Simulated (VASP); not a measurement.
# Au (Cmme) in VASP: a series of runs

The runs below take Au through single point, with PBEsol.

All numbers are computed with VASP 6.6.1; they aren't measurements. Logs are shortened: lines on timing, memory, paths and dates and some standing lists are left out, and cuts for length are marked.

## 1. The cell of the first run

Symmetry: Cmme, No. 67, orthorhombic system. The conventional cell has a = 3.315 Å, b = 4.687 Å, c = 10.375 Å, α = 90.00°, β = 90.00°, γ = 90.00°. Au (site symmetry mm2) has 12 Au at 2.87 to 3.73 Å within 3.8 Å. Au (site symmetry mm2) has 14 Au at 2.87 to 3.31 Å within 3.8 Å.

## 2. Single point, PBEsol

Input file INCAR:

```
ALGO     = Fast           # electronic algorithm
EDIFF    = 1E-6           # SCF threshold, eV
ENCUT    = 520            # plane-wave cutoff, eV
GGA      = PS             # functional
ISIF     = 2              # what is computed and relaxed
ISMEAR   = 0              # smearing method
LASPH    = T              # aspherical terms in the spheres
LCHARG   = F              # write CHGCAR
LREAL    = F              # projectors in reciprocal space
LWAVE    = F              # write WAVECAR
NBANDS   = 30             # bands
NELM     = 100            # most SCF steps
PREC     = Accurate       # precision mode
SIGMA    = 0.15           # smearing width, eV
```

Input file KPOINTS:

```
k-points
0
Gamma
  17 17 5
```

Input file POSCAR:

```
Au
1.0
   -1.6572690000      1.6572690000     -1.6572690000
   -1.6572690000     -1.6572690000      1.6572690000
    0.0000000000      7.3361827812      7.3361827812
Au
4
Direct
    0.0000000000      0.0000000000      0.7906620750
    0.5000000000      0.5000000000      0.1129517250
    0.0000000000      0.0000000000      0.3388551750
    0.5000000000      0.5000000000      0.5647586250
```

Potentials or basis: VASP PAW PBE potentials, release 64 (Au).

Command:

```sh
$ cat potpaw_PBE.64/Au/POTCAR > POTCAR
$ mpirun -np 1 vasp_std > vasp.out
```

OUTCAR:

```text
EDIFF = 1E-6
   ENCUT = 520
   GGA = PS
   ISIF = 2
   ISMEAR = 0
   LASPH = T
   LREAL = F
   NELM = 100
   PREC = Accurate

 ion  position               nearest neighbor table
   1  0.000  0.000  0.791-   4 2.87   4 2.87   4 3.31   4 3.31
   2  0.500  0.500  0.113-   3 2.87   3 2.87   3 3.31   3 3.31
   3  0.000  0.000  0.339-   2 2.87   2 2.87   4 2.87   4 2.87   2 3.31   2 3.31   4 3.31   4 3.31

   4  0.500  0.500  0.565-   1 2.87   1 2.87   3 2.87   3 2.87   1 3.31   1 3.31   3 3.31   3 3.31

  LATTYP: Found a base centered orthorhombic cell.
 ALAT       =     3.3145380000
 B/A-ratio  =     1.4142135624
 C/A-ratio  =     3.1301282970

  Lattice vectors:

 A1 = (  -1.6572690000,   1.6572690000,  -1.6572690000)
 A2 = (  -1.6572690000,  -1.6572690000,   1.6572690000)
 A3 = (   0.0000000000,   7.3361827812,   7.3361827812)

Analysis of symmetry for initial positions (statically):
=====================================================================
 Subroutine PRICEL returns:
 Original cell was already a primitive cell.

 Routine SETGRP: Setting up the symmetry group for a
 base centered orthorhombic supercell.

 Subroutine GETGRP returns: Found  8 space group operations
 (whereof  4 operations were pure point group operations)
 out of a pool of  8 trial point group operations.

The static configuration has the point symmetry C_2v.
 The point group associated with its full space group is D_2h.

Analysis of symmetry for dynamics (positions and initial velocities):
=====================================================================
 Subroutine PRICEL returns:
 Original cell was already a primitive cell.

 Routine SETGRP: Setting up the symmetry group for a
 base centered orthorhombic supercell.

 Subroutine GETGRP returns: Found  8 space group operations
 (whereof  4 operations were pure point group operations)
 out of a pool of  8 trial point group operations.

The dynamic configuration has the point symmetry C_2v.
 The point group associated with its full space group is D_2h.

 Subroutine INISYM returns: Found  8 space group operations
 (whereof  4 operations are pure point group operations),
 and found     1 'primitive' translations

----------------------------------------------------------------------------------------

                                     Primitive cell

  volume of cell :      80.5965

  direct lattice vectors                    reciprocal lattice vectors
    -1.657269000  1.657269000 -1.657269000    -0.301701172  0.150850586 -0.150850586
    -1.657269000 -1.657269000  1.657269000    -0.301701172 -0.150850586  0.150850586
     0.000000000  7.336182781  7.336182781     0.000000000  0.068155336  0.068155336

  length of vectors
     2.870474110  2.870474110 10.374929185     0.369506963  0.369506963  0.096386200

  position of ions in fractional coordinates (direct lattice)
     0.000000000  0.000000000  0.790662075
     0.500000000  0.500000000  0.112951725
     0.000000000  0.000000000  0.338855175
     0.500000000  0.500000000  0.564758625

  ion indices of the primitive-cell ions
   primitive index   ion index
                 1           1
                 2           2
                 3           3
                 4           4

----------------------------------------------------------------------------------------

 KPOINTS: k-points

Automatic generation of k-mesh.
 Grid dimensions read from file:
 generate k-points for:   17   17    5

 Generating k-lattice:

  Cartesian coordinates                     Fractional coordinates (reciprocal lattice)
    -0.017747128  0.008873564 -0.008873564     0.058823529  0.000000000  0.000000000
    -0.017747128 -0.008873564  0.008873564     0.000000000  0.058823529  0.000000000
     0.000000000  0.013631067  0.013631067     0.000000000  0.000000000  0.200000000

  Length of vectors
     0.021735704  0.021735704  0.019277240

  Shift w.r.t. Gamma in fractional coordinates (k-lattice)
     0.000000000  0.000000000  0.000000000

 Subroutine IBZKPT returns following result:
 ===========================================

 Found    243 irreducible k-points:

 Following reciprocal coordinates:
            Coordinates               Weight
  0.000000  0.000000  0.000000      1.000000
  0.058824  0.000000  0.000000      4.000000
  0.117647  0.000000  0.000000      4.000000
  0.176471  0.000000  0.000000      4.000000
  0.235294  0.000000  0.000000      4.000000
  0.294118  0.000000  0.000000      4.000000
[... 16 lines left out ...]
 -0.176471  0.058824  0.000000      4.000000
 -0.117647  0.058824  0.000000      4.000000
 [... further k-points ...]
   k-points           NKPTS =    243   k-points in BZ     NKDIM =    243   number of bands    NBANDS=     30
   number of dos      NEDOS =    301   number of ions     NIONS =      4
   total plane-waves  NPLWV =  46080
   dimension x,y,z NGX =    24 NGY =   24 NGZ =   80
   dimension x,y,z NGXF=    48 NGYF=   48 NGZF=  160
   ions per type =               4
   NGX,Y,Z   is equivalent  to a cutoff of  13.90, 13.90, 12.82 a.u.
   NGXF,Y,Z  is equivalent  to a cutoff of  27.80, 27.80, 25.64 a.u.
 SYSTEM =  unknown system
   PREC   = accura    normal or accurate (medium, high low for compatibility)
   ISTART =      0    job   : 0-new  1-cont  2-samecut
   ICHARG =      2    charge: 1-file 2-atom 10-const
   ISPIN  =      1    spin polarized calculation?
   LNONCOLLINEAR =      F non collinear calculations
   LSORBIT =      F    spin-orbit coupling
   LASPH  =      T    aspherical Exc in radial PAW
   ENCUT  =  520.0 eV  38.22 Ry    6.18 a.u.   5.34  5.34 19.29*2*pi/ulx,y,z
   NELM   =    100;   NELMIN=  2; NELMDL= -5     # of ELM steps
   EDIFF  = 0.1E-05   stopping-criterion for ELM
   LREAL  =      F    real-space projection
   EDIFFG = 0.1E-04   stopping-criterion for IOM
   NSW    =      0    number of steps for IOM
   IBRION =     -1    ionic relax: 0-MD 1-quasi-New 2-CG
   NFREE  =      0    steps in history (QN), initial steepest desc. (CG)
   ISIF   =      2    stress and relaxation
   ISYM   =      2    0-nonsym 1-usesym 2-fastsym
   POTIM  = 0.5000    time-step for ionic-motion
   TEBEG  =    0.0;   TEEND  =   0.0 temperature during run
   PSTRESS=    0.0 pullay stress
   NELECT =      44.0000    total number of electrons
   NUPDOWN=      -1.0000    fix difference up-down
   EMIN   =  10.00;   EMAX   =-10.00  energy-range for DOS
   EFERMI =   0.00;   METHOD = LEGACY
   ISMEAR =     0;   SIGMA  =   0.15  broadening in eV -4-tet -1-fermi 0-gaus
   EFERMI_NEDOS =   21; number of points for ismear=-14 and -15
   IALGO  =     68    algorithm
   IMIX   =      4    mixing-type and parameters
     AMIX     =   0.40;   BMIX     =  1.00
     AMIX_MAG =   1.60;   BMIX_MAG =  1.00
  volume/ion in A,a.u.               =      20.15       135.97
  Fermi-wavevector in a.u.,A,eV,Ry     =   1.337992  2.528439 24.357475  1.790224
  Thomas-Fermi vector in A             =   2.466498
   LORBIT       =      0    0 simple, 1 ext, 2 COOP (PROOUT), +10 PAW based schemes
   GGA     = PS    functional components
   LHFCALC =     F    Hartree Fock is set to
   AEXX    =    0.0000 exact exchange contribution
   IVDW    =     0    specifies the selected vdW correction
   LEPSILON=     F    determine dielectric tensor
   LRPA    =     F    only Hartree local field effects (RPA)
 non-spin polarized calculation
 RMM-DIIS sequential band-by-band and
 Gauss-broadening in eV      SIGMA  =   0.15
  energy-cutoff  :      520.00
  volume of cell :       80.60
 maximum number of plane-waves:      2193
 NGX is ok and might be reduce to    24
   NGX = 11   NGY = 11   NGZ = 39

 number of electron      44.0000002 magnetization

 Free energy of the ion-electron system (eV)
  ---------------------------------------------------
  ext. energy  EPLUGINS =         0.00000000
  ---------------------------------------------------
  free energy    TOTEN  =       -14.72558632 eV

  energy without entropy =      -14.70585269  energy(sigma->0) =      -14.71571950

 E-fermi :   6.7516     XC(G=0): -11.8257

 val. band max:        6.7485817607   @ k =  -0.2353   0.1176   0.4000
 cond. band min:       6.7626538368   @ k =  -0.4118   0.1176   0.2000
 fundamental gap:      0.0140720762
 Fermi energy:         6.7515853081

 k-point     1 :       0.0000    0.0000    0.0000
  band No.  band energies     occupation
      1      -1.9674      2.00000
      2      -0.6459      2.00000
      3       0.1275      2.00000
      4       0.3658      2.00000
      5       1.5079      2.00000
      6       1.8645      2.00000
[... 22 lines left out ...]
     29      20.8979      0.00000
     30      21.2593      0.00000

 k-point     2 :       0.0588    0.0000    0.0000
  band No.  band energies     occupation
      1      -1.8785      2.00000
      2      -0.5624      2.00000
      3       0.2125      2.00000
      4       0.4382      2.00000
      5       1.5288      2.00000
      6       1.8822      2.00000
[... 22 lines left out ...]
     29      20.5277      0.00000
     30      21.1066      0.00000

 k-point     3 :       0.1176    0.0000    0.0000
  band No.  band energies     occupation
      1      -1.6184      2.00000
      2      -0.3275      2.00000
      3       0.4469      2.00000
      4       0.6376      2.00000
      5       1.5917      2.00000
      6       1.9404      2.00000
[... 22 lines left out ...]
     29      20.2110      0.00000
     30      20.3554      0.00000

 k-point     4 :       0.1765    0.0000    0.0000
  band No.  band energies     occupation
      1      -1.2090      2.00000
      2       0.0018      2.00000
      3       0.7491      2.00000
      4       0.9029      2.00000
      5       1.7073      2.00000
      6       2.0648      2.00000
[... 616 lines left out ...]
     29      18.1694      0.00000
     30      18.2726      0.00000

 k-point    23 :      -0.1765    0.0588    0.0000
  band No.  band energies     occupation
      1      -1.2827      2.00000
      2      -0.0375      2.00000
      3       0.7166      2.00000
      4       0.8768      2.00000
      5       1.8191      2.00000
      6       2.1575      2.00000
[... 22 lines left out ...]
     29      19.4146      0.00000
     30      19.7942      0.00000

 k-point    24 :      -0.1176    0.0588    0.0000
  band No.  band energies     occupation
      1      -1.6428      2.00000
      2      -0.3403      2.00000
      3       0.4312      2.00000
      4       0.6240      2.00000
      5       1.6991      2.00000
      6       2.0444      2.00000
[... 22 lines left out ...]
     29      20.6083      0.00000
     30      20.7675      0.00000

 [... further k-points ...]

------------------------ aborting loop because EDIFF is reached ----------------------------------------

  FORCE on cell =-STRESS in cart. coord.  units (eV):
  Direction    XX          YY          ZZ          XY          YZ          ZX
  --------------------------------------------------------------------------------------
  -------------------------------------------------------------------------------------
  Total       -6.1265888     -5.5613641     -5.5613641      0.0000000      0.2902550      0.0000000
  in kB     -121.7904305   -110.5543308   -110.5543308      0.0000000      5.7699778      0.0000000
  external PRESSURE =    -114.2996974 kB  Pullay stress =       0.0000000 kB

 VOLUME and BASIS-vectors are now :
 -----------------------------------------------------------------------------
  energy-cutoff  :      520.00
  volume of cell :       80.60
      direct lattice vectors                 reciprocal lattice vectors
    -1.657269000  1.657269000 -1.657269000    -0.301701172  0.150850586 -0.150850586
    -1.657269000 -1.657269000  1.657269000    -0.301701172 -0.150850586  0.150850586
     0.000000000  7.336182781  7.336182781     0.000000000  0.068155336  0.068155336

 POSITION                                       TOTAL-FORCE (eV/Angst)
 -----------------------------------------------------------------------------------
      0.00000      5.80044      5.80044         0.000000      0.030095      0.030095
     -1.65727      0.82863      0.82863        -0.000000     -0.030095     -0.030095
      0.00000      2.48590      2.48590        -0.000000      0.033091      0.033091
     -1.65727      4.14317      4.14317        -0.000000     -0.033091     -0.033091
 -----------------------------------------------------------------------------------
    total drift:                                0.000000     -0.000013     -0.000013

  FREE ENERGIE OF THE ION-ELECTRON SYSTEM (eV)
  ---------------------------------------------------
  free  energy   TOTEN  =       -14.7255863156 eV

  energy  without entropy=      -14.7058526886  energy(sigma->0) =      -14.71571950
```

Wall time 9.2 min (1 thread of Oxide Virtual Turin-like, shared host); peak memory 0.49 GiB.

Results:

```
Free energy            : -14.7256 eV
Pressure               : -11.4 GPa
Largest force          : 0.047 eV/Å
Band gap on the k mesh : zero (band 22 reaches 10.01 eV, above the bottom of band 23 at 4.63 eV)
```

Forces on the atoms (eV/Å):
```
Au   0.000  0.030  0.030
Au   0.000 -0.030 -0.030
Au   0.000  0.033  0.033
Au   0.000 -0.033 -0.033
```

Stress tensor (GPa, compression positive):
```
-12.18   0.00   0.00
  0.00 -11.06   0.58
  0.00   0.58 -11.06
```

Levels at points of the mesh, in eV from the Fermi level:
```tsv
k point	band 19	band 20	band 21	band 22	band 23	band 24	band 25	band 26
(0.00, 0.00, 0.00)	-2.53	-2.26	-2.24	-2.21	-1.44	-0.35	1.16	8.29
```

Caveat: the PAW data sets were made with another functional, which shifts forces and pressure a little; spin-orbit coupling is left out, which moves the levels of the heavy elements.

## 3. Single point, PBEsol

This run uses another cell than the first one, of 21.12 Å³/atom, 1.048 times its volume.

Input file INCAR:

```
PREC     = Accurate       # precision mode
ENCUT    = 520            # plane-wave cutoff, eV
EDIFF    = 1E-6           # SCF threshold, eV
ISMEAR   = 0              # smearing method
SIGMA    = 0.15           # smearing width, eV
LREAL    = False          # projectors in reciprocal space
LASPH    = True           # aspherical terms in the spheres
NELM     = 60             # most SCF steps
ALGO     = Fast           # electronic algorithm
ISIF     = 2              # what is computed and relaxed
LWAVE    = False          # write WAVECAR
LCHARG   = False          # write CHGCAR
GGA      = PS             # functional
NBANDS   = 30             # bands
```

Input file KPOINTS:

```
regular mesh
0
Gamma
  17 17 5
```

Input file POSCAR:

```
Au
1.0
   -1.6572690000      1.6572690000     -1.6572690000
   -1.6572690000     -1.6572690000      1.6572690000
    0.0000000000      7.6897361718      7.6897361718
Au
4
Direct
    0.0000000000      0.0000000000      0.7543095589
    0.5000000000      0.5000000000      0.1077585084
    0.0000000000      0.0000000000      0.3232755253
    0.5000000000      0.5000000000      0.5387925421
```

Potentials or basis: VASP PAW PBE potentials, release 64 (Au).

Command:

```sh
$ cat potpaw_PBE.64/Au/POTCAR > POTCAR
$ mpirun -np 1 vasp_std > vasp.out
```

It took 12 min on 1 thread of Oxide Virtual Turin-like, shared host; peak memory 0.51 GiB.

Results (log left out):

- Free energy: -14.5347 eV
- Pressure: -10.6 GPa
- Largest force: 0.192 eV/Å
- Band gap on the k mesh: zero (band 22 reaches 9.45 eV, above the bottom of band 23 at 4.22 eV)

Forces on the atoms (eV/Å):
```
Au   0.000 -0.136 -0.136
Au   0.000  0.136  0.136
Au   0.000  0.053  0.053
Au   0.000 -0.053 -0.053
```

Stress tensor (GPa, compression positive):
```
-11.67   0.00   0.00
  0.00 -10.03   1.52
  0.00   1.52 -10.03
```

Levels at points of the mesh, in eV from the Fermi level:
```csv
k point,band 18,band 19,band 20,band 21,band 22,band 23,band 24,band 25,band 26,band 27
"(0.00, 0.00, 0.00)",-2.53,-2.52,-2.20,-2.18,-2.17,-1.45,-0.20,0.41,7.53,9.10
```

Caveat: the PAW data sets were made with another functional, which shifts forces and pressure a little; spin-orbit coupling is left out, which moves the levels of the heavy elements.
